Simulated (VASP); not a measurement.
# MgS (Fm-3m) in VASP: single point with PBE

Aim: the single point of MgS with PBE.

All numbers are computed with VASP 6.6.1; they aren't measurements. Logs are shortened: lines on timing, memory, paths and dates and some standing lists are left out, and cuts for length are marked.

### 1 The cell of the first run

Symmetry: Fm-3m, No. 225, cubic system. The conventional cell has a = 5.209 Å, b = 5.209 Å, c = 5.209 Å, α = 90.00°, β = 90.00°, γ = 90.00°. Mg (site symmetry m-3m) has 6 S at 2.60 Å within 3.4 Å. S (site symmetry m-3m) has 6 Mg at 2.60 Å within 3.4 Å.

### 2 Single point, PBE

INCAR

```
SYSTEM = MgS
ALGO     = Normal         ! electronic algorithm
EDIFF    = 1E-6           ! SCF threshold, eV
ENCUT    = 600            ! plane-wave cutoff, eV
GGA      = PE             ! functional
GGA_COMPAT= .FALSE.      
ISIF     = 2              ! what is computed and relaxed
ISMEAR   = 0              ! smearing method
LASPH    = .TRUE.         ! aspherical terms in the spheres
LCHARG   = .FALSE.        ! write CHGCAR
LREAL    = .FALSE.        ! projectors in reciprocal space
LWAVE    = .FALSE.        ! write WAVECAR
NBANDS   = 11             ! bands
NELM     = 120            ! most SCF steps
PREC     = Accurate       ! precision mode
SIGMA    = 0.1            ! smearing width, eV
```

KPOINTS

```
k-points
0
G
  6 6 6
  0 0 0
```

POSCAR

```
MgS
1.0
    0.0000000000      2.6043980000      2.6043980000
    2.6043980000      0.0000000000      2.6043980000
    2.6043980000      2.6043980000      0.0000000000
Mg S
1 1
Direct
    0.0000000000      0.0000000000      0.0000000000
    0.5000000000      0.5000000000      0.5000000000
```

Potentials or basis: VASP PAW PBE potentials, release 64 (Mg, S).

On the command line:

```bash
$ cat potpaw_PBE.64/Mg/POTCAR potpaw_PBE.64/S/POTCAR > POTCAR
$ mpirun -np 1 vasp_std > vasp.out
```

OUTCAR:

```text
SYSTEM = MgS
   EDIFF = 1E-6
   ENCUT = 600
   GGA = PE
   ISIF = 2
   ISMEAR = 0
   LASPH = .TRUE.
   LREAL = .FALSE.
   NELM = 120
   PREC = Accurate

 ion  position               nearest neighbor table
   1  0.000  0.000  0.000-   2 2.60   2 2.60   2 2.60   2 2.60   2 2.60   2 2.60
   2  0.500  0.500  0.500-   1 2.60   1 2.60   1 2.60   1 2.60   1 2.60   1 2.60

  LATTYP: Found a face centered cubic cell.
 ALAT       =     5.2087960000

  Lattice vectors:

 A1 = (   0.0000000000,   2.6043980000,   2.6043980000)
 A2 = (   2.6043980000,   0.0000000000,   2.6043980000)
 A3 = (   2.6043980000,   2.6043980000,   0.0000000000)

Analysis of symmetry for initial positions (statically):
=====================================================================
 Subroutine PRICEL returns:
 Original cell was already a primitive cell.

 Routine SETGRP: Setting up the symmetry group for a
 face centered cubic supercell.

 Subroutine GETGRP returns: Found 48 space group operations
 (whereof 48 operations were pure point group operations)
 out of a pool of 48 trial point group operations.

The static configuration has the point symmetry O_h .

Analysis of symmetry for dynamics (positions and initial velocities):
=====================================================================
 Subroutine PRICEL returns:
 Original cell was already a primitive cell.

 Routine SETGRP: Setting up the symmetry group for a
 face centered cubic supercell.

 Subroutine GETGRP returns: Found 48 space group operations
 (whereof 48 operations were pure point group operations)
 out of a pool of 48 trial point group operations.

The dynamic configuration has the point symmetry O_h .

 Subroutine INISYM returns: Found 48 space group operations
 (whereof 48 operations are pure point group operations),
 and found     1 'primitive' translations

----------------------------------------------------------------------------------------

                                     Primitive cell

  volume of cell :      35.3307

  direct lattice vectors                    reciprocal lattice vectors
     0.000000000  2.604398000  2.604398000    -0.191982946  0.191982946  0.191982946
     2.604398000  0.000000000  2.604398000     0.191982946 -0.191982946  0.191982946
     2.604398000  2.604398000  0.000000000     0.191982946  0.191982946 -0.191982946

  length of vectors
     3.683174973  3.683174973  3.683174973     0.332524216  0.332524216  0.332524216

  position of ions in fractional coordinates (direct lattice)
     0.000000000  0.000000000  0.000000000
     0.500000000  0.500000000  0.500000000

  ion indices of the primitive-cell ions
   primitive index   ion index
                 1           1
                 2           2

----------------------------------------------------------------------------------------

 KPOINTS: k-points

Automatic generation of k-mesh.
 Grid dimensions read from file:
 generate k-points for:    6    6    6

 Generating k-lattice:

  Cartesian coordinates                     Fractional coordinates (reciprocal lattice)
    -0.031997158  0.031997158  0.031997158     0.166666667  0.000000000  0.000000000
     0.031997158 -0.031997158  0.031997158     0.000000000  0.166666667  0.000000000
     0.031997158  0.031997158 -0.031997158     0.000000000  0.000000000  0.166666667

  Length of vectors
     0.055420703  0.055420703  0.055420703

  Shift w.r.t. Gamma in fractional coordinates (k-lattice)
     0.000000000  0.000000000  0.000000000

 Subroutine IBZKPT returns following result:
 ===========================================

 Found     16 irreducible k-points:

 Following reciprocal coordinates:
            Coordinates               Weight
  0.000000  0.000000  0.000000      1.000000
  0.166667  0.000000  0.000000      8.000000
  0.333333  0.000000  0.000000      8.000000
  0.500000  0.000000  0.000000      4.000000
  0.166667  0.166667  0.000000      6.000000
  0.333333  0.166667  0.000000     24.000000
[... 8 lines left out ...]
 -0.333333  0.333333  0.166667     24.000000
 -0.333333  0.500000  0.166667     12.000000
   k-points           NKPTS =     16   k-points in BZ     NKDIM =     16   number of bands    NBANDS=     11
   number of dos      NEDOS =    301   number of ions     NIONS =      2
   total plane-waves  NPLWV =  27000
   dimension x,y,z NGX =    30 NGY =   30 NGZ =   30
   dimension x,y,z NGXF=    60 NGYF=   60 NGZF=   60
   ions per type =               1   1
   NGX,Y,Z   is equivalent  to a cutoff of  13.54, 13.54, 13.54 a.u.
   NGXF,Y,Z  is equivalent  to a cutoff of  27.08, 27.08, 27.08 a.u.
 SYSTEM =  MgS
   PREC   = accura    normal or accurate (medium, high low for compatibility)
   ISTART =      0    job   : 0-new  1-cont  2-samecut
   ICHARG =      2    charge: 1-file 2-atom 10-const
   ISPIN  =      1    spin polarized calculation?
   LNONCOLLINEAR =      F non collinear calculations
   LSORBIT =      F    spin-orbit coupling
   LASPH  =      T    aspherical Exc in radial PAW
   ENCUT  =  600.0 eV  44.10 Ry    6.64 a.u.   7.36  7.36  7.36*2*pi/ulx,y,z
   NELM   =    120;   NELMIN=  2; NELMDL= -5     # of ELM steps
   EDIFF  = 0.1E-05   stopping-criterion for ELM
   LREAL  =      F    real-space projection
   EDIFFG = 0.1E-04   stopping-criterion for IOM
   NSW    =      0    number of steps for IOM
   IBRION =     -1    ionic relax: 0-MD 1-quasi-New 2-CG
   NFREE  =      0    steps in history (QN), initial steepest desc. (CG)
   ISIF   =      2    stress and relaxation
   ISYM   =      2    0-nonsym 1-usesym 2-fastsym
   POTIM  = 0.5000    time-step for ionic-motion
   TEBEG  =    0.0;   TEEND  =   0.0 temperature during run
   PSTRESS=    0.0 pullay stress
   NELECT =       8.0000    total number of electrons
   NUPDOWN=      -1.0000    fix difference up-down
   EMIN   =  10.00;   EMAX   =-10.00  energy-range for DOS
   EFERMI =   0.00;   METHOD = LEGACY
   ISMEAR =     0;   SIGMA  =   0.10  broadening in eV -4-tet -1-fermi 0-gaus
   EFERMI_NEDOS =   21; number of points for ismear=-14 and -15
   IALGO  =     38    algorithm
   IMIX   =      4    mixing-type and parameters
     AMIX     =   0.40;   BMIX     =  1.00
     AMIX_MAG =   1.60;   BMIX_MAG =  1.00
  volume/ion in A,a.u.               =      17.67       119.21
  Fermi-wavevector in a.u.,A,eV,Ry     =   0.997824  1.885615 13.546690  0.995654
  Thomas-Fermi vector in A             =   2.130007
   LORBIT       =      0    0 simple, 1 ext, 2 COOP (PROOUT), +10 PAW based schemes
   GGA     = PE    functional components
   LHFCALC =     F    Hartree Fock is set to
   AEXX    =    0.0000 exact exchange contribution
   IVDW    =     0    specifies the selected vdW correction
   LEPSILON=     F    determine dielectric tensor
   LRPA    =     F    only Hartree local field effects (RPA)
 non-spin polarized calculation
 Gauss-broadening in eV      SIGMA  =   0.10
  energy-cutoff  :      600.00
  volume of cell :       35.33
 maximum number of plane-waves:      1243
 NGX is ok and might be reduce to    30
   NGX = 15   NGY = 15   NGZ = 15

 number of electron       7.9999999 magnetization

 Free energy of the ion-electron system (eV)
  ---------------------------------------------------
  ext. energy  EPLUGINS =         0.00000000
  ---------------------------------------------------
  free energy    TOTEN  =        -8.50013710 eV

  energy without entropy =       -8.50013710  energy(sigma->0) =       -8.50013710

 E-fermi :   4.1785     XC(G=0):  -9.6745

 val. band max:        3.6991231720   @ k =   0.0000   0.0000   0.0000
 cond. band min:       6.4656428420   @ k =   0.5000   0.5000   0.0000
 fundamental gap:      2.7665196700
 Fermi energy:         4.1785325588

 k-point     1 :       0.0000    0.0000    0.0000
  band No.  band energies     occupation
      1      -8.9496      2.00000
      2       3.6991      2.00000
      3       3.6991      2.00000
      4       3.6991      2.00000
      5       7.3835      0.00000
      6      11.6540      0.00000
      7      11.6540      0.00000
      8      11.6540      0.00000
      9      14.0434      0.00000
     10      14.0434      0.00000
     11      16.2287      0.00000

 k-point     2 :       0.1667    0.0000    0.0000
  band No.  band energies     occupation
      1      -8.6873      2.00000
      2       2.0745      2.00000
      3       3.5316      2.00000
      4       3.5316      2.00000
      5       8.4862      0.00000
      6      11.3508      0.00000
      7      11.9118      0.00000
      8      11.9118      0.00000
      9      13.3411      0.00000
     10      13.3411      0.00000
     11      16.1075      0.00000

 k-point     3 :       0.3333    0.0000    0.0000
  band No.  band energies     occupation
      1      -8.0549      2.00000
      2      -0.1288      2.00000
      3       3.2414      2.00000
      4       3.2414      2.00000
      5       8.4746      0.00000
      6      11.0330      0.00000
      7      11.0330      0.00000
      8      13.0145      0.00000
      9      15.2038      0.00000
     10      15.2038      0.00000
     11      15.2385      0.00000

 k-point     4 :       0.5000    0.0000    0.0000
  band No.  band energies     occupation
      1      -7.6520      2.00000
      2      -1.1136      2.00000
      3       3.1135      2.00000
      4       3.1135      2.00000
      5       8.2418      0.00000
      6      10.6011      0.00000
      7      10.6011      0.00000
      8      13.7769      0.00000
      9      15.8351      0.00000
     10      18.0727      0.00000
     11      18.0727      0.00000
[... 127 lines left out ...]
 k-point    14 :       0.5000    0.3333    0.1667
  band No.  band energies     occupation
      1      -7.6248      2.00000
      2       0.0261      2.00000
      3       1.5185      2.00000
      4       2.4732      2.00000
      5       8.9726      0.00000
      6      10.3221      0.00000
      7      11.0048      0.00000
      8      13.5157      0.00000
      9      15.2360      0.00000
     10      18.5128      0.00000
     11      18.9903      0.00000

 k-point    15 :      -0.3333    0.3333    0.1667
  band No.  band energies     occupation
      1      -7.3516      2.00000
      2      -0.2089      2.00000
      3       0.9992      2.00000
      4       2.1214      2.00000
      5       9.0126      0.00000
      6      10.4108      0.00000
      7      12.3759      0.00000
      8      12.6114      0.00000
      9      15.9160      0.00000
     10      17.5669      0.00000
     11      19.3868      0.00000

 k-point    16 :      -0.3333    0.5000    0.1667
  band No.  band energies     occupation
      1      -7.2500      2.00000
      2      -0.0358      2.00000
      3       1.1314      2.00000
      4       1.4947      2.00000
      5       8.0959      0.00000
      6       9.9239      0.00000
      7      12.8419      0.00000
      8      13.4864      0.00000
      9      17.4688      0.00000
     10      18.7091      0.00000
     11      19.1384      0.00000

------------------------ aborting loop because EDIFF is reached ----------------------------------------

  FORCE on cell =-STRESS in cart. coord.  units (eV):
  Direction    XX          YY          ZZ          XY          YZ          ZX
  --------------------------------------------------------------------------------------
  -------------------------------------------------------------------------------------
  Total        0.1461341      0.1461341      0.1461341     -0.0000000     -0.0000000      0.0000000
  in kB        6.6268950      6.6268950      6.6268950     -0.0000000     -0.0000000      0.0000000
  external PRESSURE =       6.6268950 kB  Pullay stress =       0.0000000 kB

 VOLUME and BASIS-vectors are now :
 -----------------------------------------------------------------------------
  energy-cutoff  :      600.00
  volume of cell :       35.33
      direct lattice vectors                 reciprocal lattice vectors
     0.000000000  2.604398000  2.604398000    -0.191982946  0.191982946  0.191982946
     2.604398000  0.000000000  2.604398000     0.191982946 -0.191982946  0.191982946
     2.604398000  2.604398000  0.000000000     0.191982946  0.191982946 -0.191982946

 POSITION                                       TOTAL-FORCE (eV/Angst)
 -----------------------------------------------------------------------------------
      0.00000      0.00000      0.00000        -0.000000     -0.000000     -0.000000
      2.60440      2.60440      2.60440         0.000000      0.000000      0.000000
 -----------------------------------------------------------------------------------
    total drift:                               -0.000000     -0.000000      0.000000

  FREE ENERGIE OF THE ION-ELECTRON SYSTEM (eV)
  ---------------------------------------------------
  free  energy   TOTEN  =        -8.5001370964 eV

  energy  without entropy=       -8.5001370964  energy(sigma->0) =       -8.50013710
```

It used 8.4 s of CPU time on 1 thread of Intel Xeon 6975P-C, with other jobs on the host.

What came out:

```yaml
Free_energy: -8.5001 eV
Pressure: 0.7 GPa
Band_gap_on_the_k_mesh: 2.77 eV, indirect (least direct gap 3.68 eV)
```

A k mesh can miss the band edges. As with any semilocal functional, this PBE gap is likely too small.
